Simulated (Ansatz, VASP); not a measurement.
# Zr3S2 in VASP and in Ansatz

INCAR

```
PREC     = Accurate       # precision mode
ENCUT    = 520            # plane-wave cutoff, eV
EDIFF    = 1E-7           # SCF threshold, eV
ISMEAR   = 0              # smearing method
SIGMA    = 0.2            # smearing width, eV
LREAL    = False          # projectors in reciprocal space
LASPH    = True           # aspherical terms in the spheres
NELM     = 80             # most SCF steps
ALGO     = Normal         # electronic algorithm
ISIF     = 2              # what is computed and relaxed
LWAVE    = False          # write WAVECAR
LCHARG   = False          # write CHGCAR
GGA      = PE             # functional
NBANDS   = 59             # bands
```

The input KPOINTS:

```
Automatic mesh
0
Gamma
  4 4 4
```

File POSCAR:

```
Zr3S2
1.0
   -1.7049371821     -3.2823659787      4.2247531263
   -1.7049371821      3.2823659787      4.2247531263
   -6.8197487285      0.0000000000      0.0000000000
Zr S
6 4
Direct
    0.6862520990      0.6862520990      0.6568739505
    0.6862520990      0.6862520990      0.1568739505
    0.3137479010      0.3137479010      0.8431260495
    0.3137479010      0.3137479010      0.3431260495
    0.0000000000      0.0000000000      0.7500000000
    0.0000000000      0.0000000000      0.2500000000
    0.7131770224      0.2868229776      0.5000000000
    0.7131770224      0.2868229776      0.0000000000
    0.2868229776      0.7131770224      0.5000000000
    0.2868229776      0.7131770224      0.0000000000
```

Input for Ansatz:

```yaml
crystal:
  lattice:
    - [-1.7049371821, -3.2823659787, 4.2247531263]
    - [-1.7049371821, 3.2823659787, 4.2247531263]
    - [-6.8197487285, 0.0, 0.0]
  atoms:
    - { symbol: Zr, position: [0.686252099, 0.686252099, 0.6568739505] }
    - { symbol: Zr, position: [0.686252099, 0.686252099, 0.1568739505] }
    - { symbol: Zr, position: [0.313747901, 0.313747901, 0.8431260495] }
    - { symbol: Zr, position: [0.313747901, 0.313747901, 0.3431260495] }
    - { symbol: Zr, position: [0.0, 0.0, 0.75] }
    - { symbol: Zr, position: [0.0, 0.0, 0.25] }
    - { symbol: S, position: [0.7131770224, 0.2868229776, 0.5] }
    - { symbol: S, position: [0.7131770224, 0.2868229776, 0.0] }
    - { symbol: S, position: [0.2868229776, 0.7131770224, 0.5] }
    - { symbol: S, position: [0.2868229776, 0.7131770224, 0.0] }
basis:
  ecutwfc: 420
kpoints:
  mp_grid: { grid: [4, 4, 4] }
hamiltonian:
  xc: pbe
scf:
  occupations: { method: gaussian, width: 0.2 }
  lower_state_search: "off"
output:
  forces: true
  stress: true
  eigenvalues: true
```

Alike in both runs: task single point; functional PBE; k mesh 4 × 4 × 4; occupations gaussian, width 0.2 eV; no spin polarisation.

|  | VASP | Ansatz |
| --- | --- | --- |
| version | VASP 6.6.1 | Ansatz 0.2.0 |
| potentials or method | VASP PAW PBE potentials, release 64 (Zr_sv, S), cutoff 520 eV | scalar-relativistic, plane waves, PAW |
| valence electrons in the cell | 96 | 96 |

```csv
,VASP,Ansatz,Ansatz less VASP
gap on the k mesh at the Fermi level (eV),none,none,-
pressure (GPa),0.1,0.0,-0.03
"traceless stress, the component that is largest in VASP (GPa)",-0.08,-0.07,+0.007
rms of the force components (eV/Å),0.008,0.010,+0.0019
```

Atom by atom the forces differ by 0.003 eV/Å (rms over components). A gap of «none» marks a metal or a gap that the smearing closes. With one functional, cell and mesh, what is left measures potentials, basis and numerics.
